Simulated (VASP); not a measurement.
Runs of VASP 6.6.1 on Ti. The structure is that of space group P6_3/mmc (No. 194), or close to it. The cells are those of the table. 

| cell | gap on the mesh (eV) | pressure (GPa) |
| --- | --- | --- |
| a = 3.072, b = 3.072, c = 5.195 Å, angles 90.0, 90.0, 120.0°, 2 atoms | none | -16.3 |
| a = 3.140, b = 3.141, c = 5.010 Å, angles 90.0, 90.0, 120.0°, 2 atoms | none | -16.8 |
| a = 2.935, b = 2.935, c = 4.824 Å, angles 90.0, 90.0, 120.0°, 2 atoms | none | (c) |
| a = 2.867, b = 2.867, c = 5.010 Å, angles 90.0, 90.0, 120.0°, 2 atoms | none | (b) |
| a = 2.867, b = 2.867, c = 4.824 Å, angles 90.0, 90.0, 120.0°, 2 atoms | none | 1.3 |
| a = 3.004, b = 3.004, c = 4.638 Å, angles 90.0, 90.0, 120.0°, 2 atoms | none | -4.7 |
| a = 2.798, b = 2.798, c = 5.010 Å, angles 90.0, 90.0, 120.0°, 2 atoms | none | 2.6 |
| a = 3.004, b = 3.004, c = 4.453 Å, angles 90.0, 90.0, 120.0°, 2 atoms | none | (a) |

Alike in all rows: task single point; level r2SCAN; potentials or basis VASP PAW PBE potentials, release 64 (Ti_sv); no spin polarisation; k mesh 18 × 18 × 10; cutoff (eV) 520; smearing methfessel-paxton 0.05 eV.

Question: Fill in the values left out.

Answer: (a) -0.2; (b) -2.9; (c) -3.9.

Caveats: the PAW data sets were made with another functional, which shifts forces and pressure a little.

A gap of «none» marks levels without a gap at the run's occupations.
